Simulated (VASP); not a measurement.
# Tm2MgC2 (I4/mmm) in VASP: further runs, part 2 of 2

VASP 6.6.1. The steps go on from the part before.

**4. Single point, PBE**

This run uses another cell than the first one, of 17.09 Å³/atom.

INCAR

```
SYSTEM = Tm2MgC2
PREC = Accurate
ENCUT = 600
EDIFF = 1E-6
ISMEAR = 0
SIGMA = 0.2
LREAL = .False.
LASPH = .True.
NELM = 200
ALGO = Normal
ISIF = 2
LWAVE = .False.
LCHARG = .True.
GGA = PE
LELF = .True.
LVHAR = .True.
NBANDS = 22
GGA_COMPAT = .False.
LMAXMIX = 6
```

KPOINTS

```
Automatic mesh
0
Gamma
  6 6 6
  0 0 0
```

POSCAR

```
Tm2MgC2
1.0
   -1.7626215141      1.7626215141      6.8747482308
    1.7626215141     -1.7626215141      6.8747482308
    1.7626215141      1.7626215141     -6.8747482308
Tm Mg C
2 1 2
Direct
    0.6657872368      0.6657872368      0.0000000000
    0.3342127632      0.3342127632      0.0000000000
    0.0000000000      0.0000000000      0.0000000000
    0.8420674813      0.8420674813      0.0000000000
    0.1579325187      0.1579325187      0.0000000000
```

Potentials or basis: VASP PAW PBE potentials, release 64 (Tm_3, Mg, C), 4f in core.

Started as:

```console
> cat potpaw_PBE.64/Tm_3/POTCAR potpaw_PBE.64/Mg/POTCAR potpaw_PBE.64/C/POTCAR > POTCAR
> mpirun -np 1 vasp_std > vasp.out
```

OUTCAR:

```text
SYSTEM = Tm2MgC2
   PREC = Accurate
   ENCUT = 600
   EDIFF = 1E-6
   ISMEAR = 0
   LREAL = .False.
   LASPH = .True.
   NELM = 200
   ISIF = 2
   GGA = PE

 ion  position               nearest neighbor table
   1  0.666  0.666  0.000-   4 2.42   5 2.50   5 2.50   5 2.50   5 2.50   3 3.38   3 3.38   3 3.38
                             3 3.38   2 3.40   2 3.40   2 3.40   2 3.40
   2  0.334  0.334  0.000-   5 2.42   4 2.50   4 2.50   4 2.50   4 2.50   3 3.38   3 3.38   3 3.38
                             3 3.38   1 3.40   1 3.40   1 3.40   1 3.40
   3  0.000  0.000  0.000-   4 2.17   5 2.17   2 3.38   1 3.38   1 3.38   1 3.38   1 3.38   2 3.38
                             2 3.38   2 3.38
   4  0.842  0.842  0.000-   3 2.17   1 2.42   2 2.50   2 2.50   2 2.50   2 2.50
   5  0.158  0.158  0.000-   3 2.17   2 2.42   1 2.50   1 2.50   1 2.50   1 2.50

  LATTYP: Found a body centered tetragonal cell.
 ALAT       =     3.5252430282
 C/A-ratio  =     3.9002974693

  Lattice vectors:

 A1 = (  -1.7626215141,   1.7626215141,   6.8747482308)
 A2 = (   1.7626215141,  -1.7626215141,   6.8747482308)
 A3 = (   1.7626215141,   1.7626215141,  -6.8747482308)

Analysis of symmetry for initial positions (statically):
=====================================================================
 Subroutine PRICEL returns:
 Original cell was already a primitive cell.

 Routine SETGRP: Setting up the symmetry group for a
 body centered tetragonal supercell.

 Subroutine GETGRP returns: Found 16 space group operations
 (whereof 16 operations were pure point group operations)
 out of a pool of 16 trial point group operations.

The static configuration has the point symmetry D_4h.

Analysis of symmetry for dynamics (positions and initial velocities):
=====================================================================
 Subroutine PRICEL returns:
 Original cell was already a primitive cell.

 Routine SETGRP: Setting up the symmetry group for a
 body centered tetragonal supercell.

 Subroutine GETGRP returns: Found 16 space group operations
 (whereof 16 operations were pure point group operations)
[... 132 lines left out ...]
   LORBIT       =      0    0 simple, 1 ext, 2 COOP (PROOUT), +10 PAW based schemes
   GGA     = PE    functional components
   LHFCALC =     F    Hartree Fock is set to
   AEXX    =    0.0000 exact exchange contribution
   IVDW    =     0    specifies the selected vdW correction
   LEPSILON=     F    determine dielectric tensor
   LRPA    =     F    only Hartree local field effects (RPA)
 non-spin polarized calculation
 Gauss-broadening in eV      SIGMA  =   0.20
  energy-cutoff  :      600.00
  volume of cell :       85.43
 maximum number of plane-waves:      2870
 NGX is ok and might be reduce to    60
   NGX = 29   NGY = 29   NGZ = 29

 number of electron      28.0000000 magnetization

 Free energy of the ion-electron system (eV)
  ---------------------------------------------------
  ext. energy  EPLUGINS =         0.00000000
  ---------------------------------------------------
  free energy    TOTEN  =       -29.63301009 eV

  energy without entropy =      -29.56292418  energy(sigma->0) =      -29.59796713

 E-fermi :   3.1770     XC(G=0): -10.3431

 val. band max:        3.1400021129   @ k =   0.3333   0.0000  -0.0000
 cond. band min:       3.1770858865   @ k =   0.1667  -0.0000   0.0000
 fundamental gap:      0.0370837736
 Fermi energy:         3.1770024045

 k-point     1 :       0.0000    0.0000    0.0000
  band No.  band energies     occupation
      1     -21.0436      2.00000
      2     -20.7030      2.00000
      3     -20.5469      2.00000
      4     -20.5469      2.00000
      5     -20.3876      2.00000
      6     -20.3876      2.00000
[... 589 lines left out ...]
     21       8.9188      0.00000
     22       9.1828      0.00000

 [... further k-points ...]

------------------------ aborting loop because EDIFF is reached ----------------------------------------

  FORCE on cell =-STRESS in cart. coord.  units (eV):
  Direction    XX          YY          ZZ          XY          YZ          ZX
  --------------------------------------------------------------------------------------
  -------------------------------------------------------------------------------------
  Total        0.5362543      0.5362543      0.4297836      0.0000000     -0.0000000      0.0000000
  in kB       10.0564907     10.0564907      8.0598238      0.0000000     -0.0000000      0.0000000
  external PRESSURE =       9.3909351 kB  Pullay stress =       0.0000000 kB

 VOLUME and BASIS-vectors are now :
 -----------------------------------------------------------------------------
  energy-cutoff  :      600.00
  volume of cell :       85.43
      direct lattice vectors                 reciprocal lattice vectors
    -1.762621514  1.762621514  6.874748231     0.000000000  0.283668386  0.072729936
     1.762621514 -1.762621514  6.874748231     0.283668386  0.000000000  0.072729936
     1.762621514  1.762621514 -6.874748231     0.283668386  0.283668386  0.000000000

 POSITION                                       TOTAL-FORCE (eV/Angst)
 -----------------------------------------------------------------------------------
      0.00000      0.00000      9.15424         0.000000      0.000000     -0.046831
      0.00000      0.00000      4.59526         0.000000      0.000000      0.046831
      0.00000      0.00000      0.00000        -0.000000     -0.000000      0.000000
      0.00000      0.00000     11.57800        -0.000000     -0.000000      0.023883
      0.00000      0.00000      2.17149        -0.000000     -0.000000     -0.023883
 -----------------------------------------------------------------------------------
    total drift:                               -0.000000      0.000000     -0.000000

  FREE ENERGIE OF THE ION-ELECTRON SYSTEM (eV)
  ---------------------------------------------------
  free  energy   TOTEN  =       -29.6330100912 eV

  energy  without entropy=      -29.5629241766  energy(sigma->0) =      -29.59796713
```

stdout:

```text
POSCAR found type information on POSCAR TmMgC
 POSCAR found :  3 types and       5 ions
 scaLAPACK will be used
 LDA part: xc-table for (Slater+PW92), standard interpolation
 POSCAR, INCAR and KPOINTS ok, starting setup
 FFT: planning ... GRIDC
 FFT: planning ... GRID_SOFT
 FFT: planning ... GRID
 WAVECAR not read
 entering main loop
```

Run time: 4.2 min. Hardware: 1 thread of Intel Xeon Platinum 8259CL at 2.50GHz (Skylake/Cascade Lake), shared host; peak memory 0.51 GiB.

What came out:

```yaml
Free_energy: -29.6330 eV
Pressure: 0.9 GPa
Largest_force: 0.047 eV/Å
Band_gap_on_the_k_mesh: zero (bands 14 and 15 overlap by 1.14 eV)
```

Forces in eV/Å, atoms in the order of the input:
```
Tm   0.000  0.000 -0.047
Tm   0.000  0.000  0.047
Mg   0.000  0.000  0.000
C    0.000  0.000  0.024
C    0.000  0.000 -0.024
```

Caveat: spin-orbit coupling is left out, which moves the levels of the heavy elements; the 4f electrons are frozen in the core, so they carry no moment and show no levels.

**5. Overview**

```csv
task,cell,k mesh,smearing,gap on the mesh (eV),pressure (GPa),largest force (eV/Å)
single point,"a = 4.860 Å, angles 114.9, 114.9, 99.0°, 5 atoms, atomic positions A",4 × 4 × 4,gaussian 0.2 eV,none,0.6,0.11
relaxation of shape and atoms at fixed volume,"relaxed from a = 7.384 Å, angles 152.1, 152.1, 39.9°, 5 atoms, atomic positions B",12 × 12 × 12,gaussian 0.1 eV,none,-2.0,-
single point,"a = 7.313 Å, angles 152.1, 152.1, 39.9°, 5 atoms, atomic positions B",6 × 6 × 6,gaussian 0.2 eV,none,0.9,0.05
```

Alike in all rows: level PBE; potentials or basis VASP PAW PBE potentials, release 64 (Tm_3, Mg, C), 4f in core; no spin polarisation; cutoff (eV) 600.

Caveats: some runs use coarse meshes; spin-orbit coupling is left out, which moves the levels of the heavy elements; the 4f electrons are frozen in the core, so they carry no moment and show no levels.

Absolute energies hang on the potentials; compare differences alone.
